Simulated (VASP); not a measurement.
A run of VASP 6.6.1:

INCAR

```
ALGO = Normal
EDIFF = 1E-7
ENCUT = 520
GGA = PS
ISIF = 2
ISMEAR = 0
LASPH = T
LCHARG = F
LREAL = Auto
LWAVE = F
NBANDS = 56
NELM = 100
PREC = Accurate
SIGMA = 0.01
```

The input KPOINTS:

```
Automatic mesh
0
Gamma
  2 2 2
  0.5 0.5 0.5
```

Contents of POSCAR:

```
Si7Sn
1.0
    0.0000000000      5.5655950000      5.5655950000
    5.5655950000      0.0000000000      5.5655950000
    5.5655950000      5.5655950000      0.0000000000
Sn Si
2 14
Direct
    0.0114980000      0.0056530000      0.9900950000
    0.9939270000      0.5053740000      0.4998640000
    0.5015470000      0.5035200000      0.5025010000
    0.1298090000      0.1147560000      0.1346420000
    0.6305020000      0.6253780000      0.6256850000
    0.0124990000      0.9811200000      0.5045360000
    0.4966450000      0.5061680000      0.0018260000
    0.1248720000      0.1219720000      0.6218940000
    0.6231110000      0.6193700000      0.1169900000
    0.0002050000      0.4963950000      0.0014140000
    0.4997850000      0.0009450000      0.4934820000
    0.1212570000      0.6294280000      0.1188120000
    0.6282380000      0.1236140000      0.6293630000
    0.4881660000      0.9962820000      0.0051820000
    0.6212510000      0.1226200000      0.1242940000
    0.1179570000      0.6323340000      0.6187050000
```

Potentials or basis: VASP PAW PBE potentials, release 64 (Sn_d, Si).

Command:

```console
$ cat potpaw_PBE.64/Sn_d/POTCAR potpaw_PBE.64/Si/POTCAR > POTCAR
$ mpirun -np 1 vasp_std > vasp.out
```

Hardware: 1 thread of AMD EPYC 7R13 (shared host).

How long does it take, and how much memory?

It took 19 min on 1 thread of AMD EPYC 7R13 (shared host), peak memory 0.54 GiB. Counts: scf iterations 16, k points 16.
